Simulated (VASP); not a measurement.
Set up this calculation in VASP 6.6.1, as the native input.

* Task: single point
* Functional: PBE
* Potentials or basis: VASP PAW PBE potentials, release 64 (C, Cl, H)
* Cutoff: 520 eV
* k mesh: 1 × 1 × 1
* Occupations: fermi-dirac, width 0.02 eV
* Spin: no spin polarisation
* Dipole correction: no
* Further INCAR settings: LREAL = Auto; ALGO = Normal; EDIFF = 1e-06; NBANDS = 63

The structure of H3CCl lies in POSCAR:

```
H3CCl
1.0
    8.2031320000      0.0000000000      0.0000000000
    0.0000000000      8.2031320000      0.0000000000
    0.0000000000      0.0000000000      8.2031320000
C Cl H
6 6 18
Direct
    0.2534885456      1.0407244452      0.6775338980
    0.7355361342      0.6622226730      0.2019716372
    0.1695693791      0.1993019252      0.1537949164
    0.9334605368      0.5678806583      0.7516885014
    0.7542606897      0.9338018698      0.5527766712
    0.1922314550      0.6257975612      0.3085772605
    0.1741895656      0.9204411193      0.8576114586
    0.8192602533      0.4878868218      0.2501605484
    0.0560517617      0.0367786353      0.2658131065
    0.7236626206      0.5162906071      0.7429723184
    0.8243192966      1.1108196235      0.6541647751
    0.2913765133      0.5939804455      0.5096955651
    0.1998017343      1.1647746251      0.6876276037
    0.4041748932      1.0508059605      0.7071079680
    0.2254870457      0.9784677365      0.5689899907
    0.6969411196      0.6998790218      0.3148431599
    0.8383627132      0.7481776473      0.1839419383
    0.6424253566      0.6775217076      0.0996082960
    0.1335587432      0.3097353547      0.2063358239
    0.3138679226      0.1964371657      0.1819914637
    0.1393857858      0.1678870948      0.0344502563
    0.9991671474      0.4643226514      0.7461296490
    0.9528068060      0.6548474412      0.6413404051
    0.9567199455      0.6367080281      0.8626705019
    0.8006454120      0.9408113877      0.4160118355
    0.8143718765      0.8252823434      0.6070973867
    0.6188368053      0.9252441628      0.5310898325
    0.1781392766      0.5031370945      0.2700188172
    0.1179915184      0.7326104225      0.3093086884
    0.2855372802      0.6619788637      0.2392744625
```

The input as run:

INCAR

```
SYSTEM = H3CCl
ALGO = Normal
EDIFF = 1E-6
ENCUT = 520
GGA = PE
ISIF = 2
ISMEAR = -1
LASPH = .TRUE.
LCHARG = .FALSE.
LREAL = Auto
LWAVE = .FALSE.
NBANDS = 63
NELM = 100
PREC = Accurate
SIGMA = 0.02
```

KPOINTS

```
k-points
0
G
  1 1 1
  0 0 0
```

Potentials or basis: VASP PAW PBE potentials, release 64 (C, Cl, H).

Launch:

```console
$ cat potpaw_PBE.64/C/POTCAR potpaw_PBE.64/Cl/POTCAR potpaw_PBE.64/H/POTCAR > POTCAR
$ mpirun -np 1 vasp_gam > vasp.out
```

It gave:

```yaml
Pressure: 0.9 GPa
Largest_force: 4.849 eV/Å
Band_gap_on_the_k_mesh: 5.04 eV
```

Caveat: the k points lie up to 0.77 Å⁻¹ apart.

Wall time 2.3 min on 1 thread of AMD EPYC 7R13 Processor (Zen 3) (shared host), peak memory 0.49 GiB.
